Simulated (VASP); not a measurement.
Runs of VASP 6.6.1 on Al. The typed cell holds 1 atom: a = 2.839 Å, b = 2.840 Å, c = 2.869 Å, α = 60.19°, β = 62.21°, γ = 59.49°. 

| task | level | cell | k mesh | cutoff (eV) | grid for exact exchange (PRECFOCK) | share of exact exchange | screening parameter | gap on the mesh (eV) | pressure (GPa) | relaxed volume (Å³/atom) |
| --- | --- | --- | --- | --- | --- | --- | --- | --- | --- | --- |
| single point | PBE | as given | 11 × 11 × 11 | 520 | - | - | - | none | (b) | - |
| single point | PBEsol-based screened hybrid | as given | 6 × 6 × 6 | 400 | Normal | 0.25 | 0.207 1/Å | none | -1.8 | - |
| relaxation of cell and atoms | PBEsol-based screened hybrid | relaxed | 6 × 6 × 6 | 600 | Normal | 0.25 | 0.207 1/Å | none | 0.0 | 16.20 |
| relaxation of cell and atoms | PBE-based screened hybrid | relaxed | 6 × 6 × 6 | 600 | Normal | 0.25 | 0.3 1/Å | none | 0.0 | 16.45 |
| single point | PBEsol | as given | 6 × 7 × 6 | 500 | - | - | - | none | -1.8 | - |
| single point | r2SCAN | as given | 10 × 10 × 10 | 520 | - | - | - | none | -3.6 | - |
| single point | r2SCAN | as given | 18 × 19 × 18 | 520 | - | - | - | none | (a) | - |

Alike in all rows: potentials or basis VASP PAW PBE potentials, release 64 (Al); no spin polarisation; smearing fermi-dirac 0.05 eV.

Question: Estimate the missing entries.

Answer: (a) -3.4; (b) -0.1.

Caveats: some runs use coarse meshes; the PAW data sets were made with another functional, which shifts forces and pressure a little (some runs).

A gap of «none» marks levels without a gap at the run's occupations.
